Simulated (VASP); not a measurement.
# Au (Fm-3m) in VASP: a series of runs

Au is run at these levels: PBEsol; tasks: single point, relaxation of cell and atoms.

Everything below comes from runs of VASP 6.6.1. Logs are shortened: lines on timing, memory, paths and dates and some standing lists are left out, and cuts for length are marked.

### Step 1. The cell of the first run

Symmetry: Fm-3m, No. 225, cubic system. The conventional cell has a = 4.084 Å, b = 4.084 Å, c = 4.084 Å, α = 90.00°, β = 90.00°, γ = 90.00°. Au (site symmetry m-3m) has 12 Au at 2.89 Å within 3.8 Å.

### Step 2. Single point, PBEsol

INCAR reads:

```
  ALGO = Normal
  EDIFF = 1E-6
  ENCUT = 520
  GGA = PS
  ISIF = 2
  ISMEAR = 0
  LASPH = True
  LCHARG = True
  LELF = True
  LREAL = False
  LVHAR = True
  LWAVE = False
  NBANDS = 12
  NELM = 60
  PREC = Accurate
  SIGMA = 0.1
```

KPOINTS reads:

```
k-points
0
Gamma
  18 18 18
```

POSCAR reads:

```
Au
1.0
    0.0000000000      2.0418779171      2.0418779171
    2.0418779171      0.0000000000      2.0418779171
    2.0418779171      2.0418779171      0.0000000000
Au
1
Direct
    0.0000000000      0.0000000000      0.0000000000
```

Potentials or basis: VASP PAW PBE potentials, release 64 (Au).

Run with:

```
> cat potpaw_PBE.64/Au/POTCAR > POTCAR
> mpirun -np 1 vasp_std > vasp.out
```

OUTCAR:

```text
EDIFF = 1E-6
   ENCUT = 520
   GGA = PS
   ISIF = 2
   ISMEAR = 0
   LASPH = True
   LREAL = False
   NELM = 60
   PREC = Accurate

 ion  position               nearest neighbor table
   1  0.000  0.000  0.000-

  LATTYP: Found a face centered cubic cell.
 ALAT       =     4.0837558342

  Lattice vectors:

 A1 = (   0.0000000000,   2.0418779171,   2.0418779171)
 A2 = (   2.0418779171,   0.0000000000,   2.0418779171)
 A3 = (   2.0418779171,   2.0418779171,   0.0000000000)

Analysis of symmetry for initial positions (statically):
=====================================================================
 Subroutine PRICEL returns:
 Original cell was already a primitive cell.

 Routine SETGRP: Setting up the symmetry group for a
 face centered cubic supercell.

 Subroutine GETGRP returns: Found 48 space group operations
 (whereof 48 operations were pure point group operations)
 out of a pool of 48 trial point group operations.

The static configuration has the point symmetry O_h .

Analysis of symmetry for dynamics (positions and initial velocities):
=====================================================================
 Subroutine PRICEL returns:
 Original cell was already a primitive cell.

 Routine SETGRP: Setting up the symmetry group for a
 face centered cubic supercell.

 Subroutine GETGRP returns: Found 48 space group operations
 (whereof 48 operations were pure point group operations)
 out of a pool of 48 trial point group operations.

The dynamic configuration has the point symmetry O_h .

 Subroutine INISYM returns: Found 48 space group operations
 (whereof 48 operations are pure point group operations),
 and found     1 'primitive' translations

----------------------------------------------------------------------------------------

                                     Primitive cell

  volume of cell :      17.0263

  direct lattice vectors                    reciprocal lattice vectors
     0.000000000  2.041877917  2.041877917    -0.244872622  0.244872622  0.244872622
     2.041877917  0.000000000  2.041877917     0.244872622 -0.244872622  0.244872622
     2.041877917  2.041877917  0.000000000     0.244872622  0.244872622 -0.244872622

  length of vectors
     2.887651443  2.887651443  2.887651443     0.424131823  0.424131823  0.424131823

  position of ions in fractional coordinates (direct lattice)
     0.000000000  0.000000000  0.000000000

  ion indices of the primitive-cell ions
   primitive index   ion index
                 1           1

----------------------------------------------------------------------------------------

 KPOINTS: k-points

Automatic generation of k-mesh.
 Grid dimensions read from file:
 generate k-points for:   18   18   18

 Generating k-lattice:

  Cartesian coordinates                     Fractional coordinates (reciprocal lattice)
    -0.013604035  0.013604035  0.013604035     0.055555556  0.000000000  0.000000000
     0.013604035 -0.013604035  0.013604035     0.000000000  0.055555556  0.000000000
     0.013604035  0.013604035 -0.013604035     0.000000000  0.000000000  0.055555556

  Length of vectors
     0.023562879  0.023562879  0.023562879

  Shift w.r.t. Gamma in fractional coordinates (k-lattice)
     0.000000000  0.000000000  0.000000000

 Subroutine IBZKPT returns following result:
 ===========================================

 Found    195 irreducible k-points:

 Following reciprocal coordinates:
            Coordinates               Weight
  0.000000  0.000000  0.000000      1.000000
  0.055556  0.000000  0.000000      8.000000
  0.111111  0.000000  0.000000      8.000000
  0.166667  0.000000  0.000000      8.000000
  0.222222  0.000000  0.000000      8.000000
  0.277778  0.000000  0.000000      8.000000
[... 16 lines left out ...]
 -0.277778  0.055556  0.000000     24.000000
 -0.222222  0.055556  0.000000     24.000000
 [... further k-points ...]
   k-points           NKPTS =    195   k-points in BZ     NKDIM =    195   number of bands    NBANDS=     12
   number of dos      NEDOS =    301   number of ions     NIONS =      1
   total plane-waves  NPLWV =  13824
   dimension x,y,z NGX =    24 NGY =   24 NGZ =   24
   dimension x,y,z NGXF=    48 NGYF=   48 NGZF=   48
   ions per type =               1
   NGX,Y,Z   is equivalent  to a cutoff of  13.82, 13.82, 13.82 a.u.
   NGXF,Y,Z  is equivalent  to a cutoff of  27.63, 27.63, 27.63 a.u.
 SYSTEM =  unknown system
   PREC   = accura    normal or accurate (medium, high low for compatibility)
   ISTART =      0    job   : 0-new  1-cont  2-samecut
   ICHARG =      2    charge: 1-file 2-atom 10-const
   ISPIN  =      1    spin polarized calculation?
   LNONCOLLINEAR =      F non collinear calculations
   LSORBIT =      F    spin-orbit coupling
   LASPH  =      T    aspherical Exc in radial PAW
   ENCUT  =  520.0 eV  38.22 Ry    6.18 a.u.   5.37  5.37  5.37*2*pi/ulx,y,z
   NELM   =     60;   NELMIN=  2; NELMDL= -5     # of ELM steps
   EDIFF  = 0.1E-05   stopping-criterion for ELM
   LREAL  =      F    real-space projection
   EDIFFG = 0.1E-04   stopping-criterion for IOM
   NSW    =      0    number of steps for IOM
   IBRION =     -1    ionic relax: 0-MD 1-quasi-New 2-CG
   NFREE  =      0    steps in history (QN), initial steepest desc. (CG)
   ISIF   =      2    stress and relaxation
   ISYM   =      2    0-nonsym 1-usesym 2-fastsym
   POTIM  = 0.5000    time-step for ionic-motion
   TEBEG  =    0.0;   TEEND  =   0.0 temperature during run
   PSTRESS=    0.0 pullay stress
   NELECT =      11.0000    total number of electrons
   NUPDOWN=      -1.0000    fix difference up-down
   EMIN   =  10.00;   EMAX   =-10.00  energy-range for DOS
   EFERMI =   0.00;   METHOD = LEGACY
   ISMEAR =     0;   SIGMA  =   0.10  broadening in eV -4-tet -1-fermi 0-gaus
   EFERMI_NEDOS =   21; number of points for ismear=-14 and -15
   IALGO  =     38    algorithm
   IMIX   =      4    mixing-type and parameters
     AMIX     =   0.40;   BMIX     =  1.00
     AMIX_MAG =   1.60;   BMIX_MAG =  1.00
  volume/ion in A,a.u.               =      17.03       114.90
  Fermi-wavevector in a.u.,A,eV,Ry     =   1.415248  2.674431 27.251484  2.002928
  Thomas-Fermi vector in A             =   2.536706
   LORBIT       =      0    0 simple, 1 ext, 2 COOP (PROOUT), +10 PAW based schemes
   GGA     = PS    functional components
   LHFCALC =     F    Hartree Fock is set to
   AEXX    =    0.0000 exact exchange contribution
   IVDW    =     0    specifies the selected vdW correction
   LEPSILON=     F    determine dielectric tensor
   LRPA    =     F    only Hartree local field effects (RPA)
 non-spin polarized calculation
 Gauss-broadening in eV      SIGMA  =   0.10
  energy-cutoff  :      520.00
  volume of cell :       17.03
 maximum number of plane-waves:       473
 NGX is ok and might be reduce to    24
   NGX = 11   NGY = 11   NGZ = 11

 number of electron      11.0000000 magnetization

 Free energy of the ion-electron system (eV)
  ---------------------------------------------------
  ext. energy  EPLUGINS =         0.00000000
  ---------------------------------------------------
  free energy    TOTEN  =        -3.92508504 eV

  energy without entropy =       -3.92366368  energy(sigma->0) =       -3.92437436

 E-fermi :   9.2632     XC(G=0): -12.8898

 val. band max:        9.2610303819   @ k =   0.5000   0.1667   0.0556
 cond. band min:       9.2680702883   @ k =   0.5000   0.2778   0.1111
 fundamental gap:      0.0070399064
 Fermi energy:         9.2632247019

 k-point     1 :       0.0000    0.0000    0.0000
  band No.  band energies     occupation
      1      -0.6370      2.00000
      2       4.6111      2.00000
      3       4.6111      2.00000
      4       4.6111      2.00000
      5       6.1437      2.00000
      6       6.1437      2.00000
      7      23.7920      0.00000
      8      27.7917      0.00000
      9      27.7917      0.00000
     10      27.7917      0.00000
     11      32.6608      0.00000
     12      37.3350      0.00000

 k-point     2 :       0.0556    0.0000    0.0000
  band No.  band energies     occupation
      1      -0.5289      2.00000
      2       4.5748      2.00000
      3       4.6487      2.00000
      4       4.6487      2.00000
      5       6.1263      2.00000
      6       6.1263      2.00000
      7      23.9215      0.00000
      8      27.0740      0.00000
      9      27.9211      0.00000
     10      27.9211      0.00000
     11      33.2783      0.00000
     12      35.9892      0.00000

 k-point     3 :       0.1111    0.0000    0.0000
  band No.  band energies     occupation
      1      -0.2133      2.00000
      2       4.4828      2.00000
      3       4.7471      2.00000
      4       4.7471      2.00000
      5       6.0906      2.00000
      6       6.0906      2.00000
      7      24.2153      0.00000
      8      25.5941      0.00000
      9      28.2865      0.00000
     10      28.2865      0.00000
     11      33.0564      0.00000
     12      35.3544      0.00000
[... 286 lines left out ...]
 k-point    23 :      -0.2778    0.0556    0.0000
  band No.  band energies     occupation
      1       1.6712      2.00000
      2       4.6361      2.00000
      3       4.8649      2.00000
      4       4.8830      2.00000
      5       6.3294      2.00000
      6       6.8623      2.00000
      7      18.6569      0.00000
      8      24.4869      0.00000
      9      27.2037      0.00000
     10      29.8263      0.00000
     11      30.8619      0.00000
     12      32.3570      0.00000

 k-point    24 :      -0.2222    0.0556    0.0000
  band No.  band energies     occupation
      1       1.1669      2.00000
      2       4.3333      2.00000
      3       4.9178      2.00000
      4       4.9569      2.00000
      5       6.0456      2.00000
      6       6.5303      2.00000
      7      20.8465      0.00000
      8      24.8795      0.00000
      9      27.8102      0.00000
     10      30.0829      0.00000
     11      30.6904      0.00000
     12      32.1311      0.00000

 [... further k-points ...]

------------------------ aborting loop because EDIFF is reached ----------------------------------------

  FORCE on cell =-STRESS in cart. coord.  units (eV):
  Direction    XX          YY          ZZ          XY          YZ          ZX
  --------------------------------------------------------------------------------------
  -------------------------------------------------------------------------------------
  Total       -0.0319552     -0.0319552     -0.0319552      0.0000000     -0.0000000      0.0000000
  in kB       -3.0069990     -3.0069990     -3.0069990      0.0000000     -0.0000000      0.0000000
  external PRESSURE =      -3.0069990 kB  Pullay stress =       0.0000000 kB

 VOLUME and BASIS-vectors are now :
 -----------------------------------------------------------------------------
  energy-cutoff  :      520.00
  volume of cell :       17.03
      direct lattice vectors                 reciprocal lattice vectors
     0.000000000  2.041877917  2.041877917    -0.244872622  0.244872622  0.244872622
     2.041877917  0.000000000  2.041877917     0.244872622 -0.244872622  0.244872622
     2.041877917  2.041877917  0.000000000     0.244872622  0.244872622 -0.244872622

 POSITION                                       TOTAL-FORCE (eV/Angst)
 -----------------------------------------------------------------------------------
      0.00000      0.00000      0.00000         0.000000      0.000000      0.000000
 -----------------------------------------------------------------------------------
    total drift:                               -0.000000      0.000000     -0.000000

  FREE ENERGIE OF THE ION-ELECTRON SYSTEM (eV)
  ---------------------------------------------------
  free  energy   TOTEN  =        -3.9250850423 eV

  energy  without entropy=       -3.9236636751  energy(sigma->0) =       -3.92437436
```

Wall time 11 s (1 thread of Intel Xeon 6975P-C (Granite Rapids), shared host); peak memory 0.17 GiB.

Results:

```yaml
Free_energy: -3.9251 eV
Pressure: -0.3 GPa
Band_gap_on_the_k_mesh: zero (an odd number of electrons rules out a gap without spin polarisation)
```

Levels at points of the mesh, in eV from the Fermi level:
```tsv
k point	band 3	band 4	band 5	band 6	band 7	band 8	band 9	band 10
(0.00, 0.00, 0.00)	-4.65	-4.65	-3.12	-3.12	14.53	18.53	18.53	18.53
(0.50, 0.00, 0.00)	-4.69	-1.91	-1.91	-1.00	3.09	13.97	17.13	17.13
(0.50, 0.50, 0.00)	-1.96	-1.59	-1.59	0.98	5.78	9.99	9.99	17.20
```

Caveat: the PAW data sets were made with another functional, which shifts forces and pressure a little; spin-orbit coupling is left out, which moves the levels of the heavy elements.

### Step 3. Relaxation of cell and atoms, PBEsol

This run uses another cell than the first one, of 16.98 Å³/atom.

INCAR reads:

```
SYSTEM = Au
ALGO     = Fast           ! electronic algorithm
EDIFF    = 1E-6           ! SCF threshold, eV
EDIFFG   = -0.005         ! ionic threshold
ENCUT    = 600            ! plane-wave cutoff, eV
GGA      = PS             ! functional
IBRION   = 2              ! ionic algorithm
ISIF     = 3              ! what is computed and relaxed
ISMEAR   = 0              ! smearing method
LASPH    = .True.         ! aspherical terms in the spheres
LCHARG   = .False.        ! write CHGCAR
LREAL    = .False.        ! projectors in reciprocal space
LWAVE    = .False.        ! write WAVECAR
NELM     = 100            ! most SCF steps
NSW      = 100            ! ionic steps
PREC     = Accurate       ! precision mode
SIGMA    = 0.1            ! smearing width, eV
```

KPOINTS reads:

```
k-points
0
Gamma
  18 18 18
  0 0 0
```

POSCAR reads:

```
Au
1.0
    0.0000000000      2.0399988786      2.0399988786
    2.0399988786      0.0000000000      2.0399988786
    2.0399988786      2.0399988786      0.0000000000
Au
1
Direct
    0.0000000000      0.0000000000      0.0000000000
```

Potentials or basis: VASP PAW PBE potentials, release 64 (Au).

Run with:

```
> cat potpaw_PBE.64/Au/POTCAR > POTCAR
> mpirun -np 1 vasp_std > vasp.out
```

Wall time 19 s (1 thread of Intel Xeon 6975P-C (Granite Rapids), shared host); peak memory 0.17 GiB.

The run converged. Its results:

```yaml
Free_energy: -3.9250 eV
Relaxed_volume: 17.01 Å³/atom
Relaxed_cell: a = 2.887 Å, b = 2.887 Å, c = 2.887 Å, α = 60.00°, β = 60.00°, γ = 60.00°
Space_group_after_relaxing_to_0.1_Å: Fm-3m (No. 225)
Energy_gained_by_relaxing: 0.0 meV/atom
Ionic_steps: 3
Pressure_after_relaxing: 0.0 GPa
Band_gap_on_the_k_mesh: zero (an odd number of electrons rules out a gap without spin polarisation)
```

Final structure:
```
CELL_PARAMETERS angstrom
0.00000 2.04110 2.04110
2.04110 0.00000 2.04110
2.04110 2.04110 0.00000
ATOMIC_POSITIONS crystal
Au 0.00000 0.00000 0.00000
```

Levels at points of the mesh, in eV from the Fermi level:
| k point | band 2 | band 3 | band 4 | band 5 | band 6 | band 7 | band 8 | band 9 |
| --- | --- | --- | --- | --- | --- | --- | --- | --- |
| (0.00, 0.00, 0.00) | -4.66 | -4.66 | -4.66 | -3.12 | -3.12 | 14.53 | 18.53 | 18.53 |
| (0.50, 0.00, 0.00) | -4.69 | -4.69 | -1.92 | -1.92 | -1.01 | 3.10 | 13.97 | 17.14 |
| (0.50, 0.50, 0.00) | -6.74 | -1.96 | -1.59 | -1.59 | 0.98 | 5.79 | 9.99 | 9.99 |

Caveat: the PAW data sets were made with another functional, which shifts forces and pressure a little; spin-orbit coupling is left out, which moves the levels of the heavy elements.

### Step 4. Single point, PBEsol

INCAR reads:

```
  ALGO = Fast
  EDIFF = 1E-6
  ENCUT = 520
  GGA = PS
  ISIF = 2
  ISMEAR = 0
  ISYM = 0
  LASPH = True
  LCHARG = True
  LELF = True
  LREAL = False
  LVHAR = True
  LWAVE = False
  NBANDS = 12
  NELM = 60
  PREC = Accurate
  SIGMA = 0.1
```

KPOINTS reads:

```
k-points
0
Gamma
  12 12 17
```

POSCAR reads:

```
Au
1.0
    2.8876514431      0.0000000000      0.0000000000
    0.0000000000      2.8876514431      0.0000000000
    1.4438257216      1.4438257216      2.0418779171
Au
1
Direct
    0.0000000000      0.0000000000      0.0000000000
```

Run with:

```
> cat potpaw_PBE.64/Au/POTCAR > POTCAR
> mpirun -np 1 vasp_std > vasp.out
```

Run time: 81 s. Hardware: 1 thread of Intel Xeon 6975P-C (Granite Rapids), shared host; peak memory 0.35 GiB.

The run converged, but its numbers aren't listed here, since they failed a check.

Caveat: the PAW data sets were made with another functional, which shifts forces and pressure a little; spin-orbit coupling is left out, which moves the levels of the heavy elements.
